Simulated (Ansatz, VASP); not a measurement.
# Two plane-wave programs on CdI2

The input INCAR:

```
PREC = Accurate
ENCUT = 500
EDIFF = 1E-6
ISMEAR = 0
SIGMA = 0.01
LREAL = F
LASPH = T
NELM = 120
ALGO = Normal
ISIF = 2
LWAVE = F
LCHARG = F
GGA = PS
NBANDS = 20
GGA_COMPAT = F
```

KPOINTS

```
regular mesh
0
Gamma
  8 8 1
```

File POSCAR:

```
CdI2
1.0
    4.2483568949      0.0000000000      0.0000000000
   -2.1241784475      3.6791849954      0.0000000000
    0.0000000000      0.0000000000      6.8844151973
Cd I
1 2
Direct
    0.0000000000      0.0000000000      0.0000000000
    0.3333333333      0.6666666667      0.2495592320
    0.6666666667      0.3333333333      0.7504407680
```

Input for Ansatz:

```yaml
crystal:
  lattice:
    - [4.2483568949, 0.0, 0.0]
    - [-2.1241784475, 3.6791849954, 0.0]
    - [0.0, 0.0, 6.8844151973]
  atoms:
    - { symbol: Cd, position: [0.0, 0.0, 0.0] }
    - { symbol: I, position: [0.3333333333, 0.6666666667, 0.249559232] }
    - { symbol: I, position: [0.6666666667, 0.3333333333, 0.750440768] }
kpoints:
  mp_grid: { grid: [8, 8, 1] }
hamiltonian:
  xc: pbesol
scf:
  occupations: { method: fixed }
  n_extra_bands: 4
output:
  forces: true
  stress: true
  eigenvalues: true
```

Alike in both runs: task single point; functional PBEsol; k mesh 8 × 8 × 1; no spin polarisation.

```csv
,VASP,Ansatz
version,VASP 6.6.1,Ansatz 0.2.0
potentials or method,"VASP PAW PBE potentials, release 64 (Cd, I)",plane waves
plane-wave cutoff (eV),500,420
occupations,"gaussian, width 0.01 eV",fixed
valence electrons in the cell,26,54
```

Ansatz gave:

* gap on the k mesh at the Fermi level (eV): 2.40
* pressure (GPa): -1.0
* traceless stress, the component that is largest in VASP (GPa): -0.64
* rms of the force components (eV/Å): 0.044

**Question.** Estimate VASP's values.

**Answer.** gap on the k mesh at the Fermi level (eV): 2.39; pressure (GPa): -0.9; traceless stress, the component that is largest in VASP (GPa): -0.65; rms of the force components (eV/Å): 0.032.

VASP's potentials were made for PBE, not for PBEsol. Atom by atom the forces differ by 0.012 eV/Å (rms over components). VASP's potentials hold 26 valence electrons a cell and Ansatz's 54, so a difference there can come from the potentials and not from the codes.

The k mesh is coarse, so the values compare programs but aren't converged. Spin-orbit coupling is off throughout.
